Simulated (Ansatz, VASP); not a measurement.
Given: the input of a run of Ansatz 0.2.0 on Ge.

Contents of input.yaml:

```yaml
crystal:
  lattice:
    - [3.9435577898, 0.0, 0.0]
    - [-1.9717788949, 3.4152212273, 0.0]
    - [0.0, 0.0, 6.5101862333]
  atoms:
    - { symbol: Ge, position: [0.3333333333, 0.6666666667, 0.93709875] }
    - { symbol: Ge, position: [0.6666666667, 0.3333333333, 0.43709875] }
    - { symbol: Ge, position: [0.3333333333, 0.6666666667, 0.56290125] }
    - { symbol: Ge, position: [0.6666666667, 0.3333333333, 0.06290125] }
hamiltonian:
  xc: lda
  pseudopotentials: { kind: paw }
kpoints:
  mp_grid: { grid: [8, 8, 4] }
scf:
  occupations: { method: fermi_dirac, width: 0.05 }
output:
  forces: true
  stress: true
  eigenvalues: true
```

Potentials or basis: Ansatz PAW.

Run with:

```console
$ ansatz run input.yaml --threads 2 --pin off --max-ram 5632MiB --backend cpu --events-out ev --progress --plain --runs-dir out
```

Question: Set up the same calculation for VASP 6.6.1. Potentials there: VASP PAW LDA potentials, release 64 (Ge_d).

Answer: As run (the cutoff follows the program's own potentials):

File INCAR:

```
SYSTEM = Ge
ALGO     = Normal         ! electronic algorithm
EDIFF    = 1E-7           ! SCF threshold, eV
ENCUT    = 520            ! plane-wave cutoff, eV
ISIF     = 2              ! what is computed and relaxed
ISMEAR   = -1             ! smearing method
LASPH    = .True.         ! aspherical terms in the spheres
LCHARG   = .False.        ! write CHGCAR
LREAL    = .False.        ! projectors in reciprocal space
LWAVE    = .False.        ! write WAVECAR
NBANDS   = 36             ! bands
NELM     = 80             ! most SCF steps
PREC     = Accurate       ! precision mode
SIGMA    = 0.05           ! smearing width, eV
```

File KPOINTS:

```
k-points
0
Gamma
  8 8 4
  0 0 0
```

The input POSCAR:

```
Ge
1.0
    3.9435577898      0.0000000000      0.0000000000
   -1.9717788949      3.4152212273      0.0000000000
    0.0000000000      0.0000000000      6.5101862333
Ge
4
Direct
    0.3333333333      0.6666666667      0.9370987500
    0.6666666667      0.3333333333      0.4370987500
    0.3333333333      0.6666666667      0.5629012500
    0.6666666667      0.3333333333      0.0629012500
```

Potentials or basis: VASP PAW LDA potentials, release 64 (Ge_d).

The run is started by

```sh
$ cat potpaw_LDA.64/Ge_d/POTCAR > POTCAR
$ mpirun -np 1 vasp_std > vasp.out
```

Both were run:

|  | VASP | Ansatz | Ansatz less VASP |
| --- | --- | --- | --- |
| gap on the k mesh at the Fermi level (eV) | none | none | - |
| pressure (GPa) | 1.0 | 0.8 | -0.14 |
| traceless stress, the component that is largest in VASP (GPa) | -0.24 | -0.24 | -0.002 |
| rms of the force components (eV/Å) | 0.005 | 0.004 | -0.0006 |

LDA's correlation is that of Perdew and Zunger in VASP and of Perdew and Wang (1992) in Ansatz. Atom by atom the forces differ by 0.001 eV/Å (rms over components). A gap of «none» marks a metal or a gap that the smearing closes.
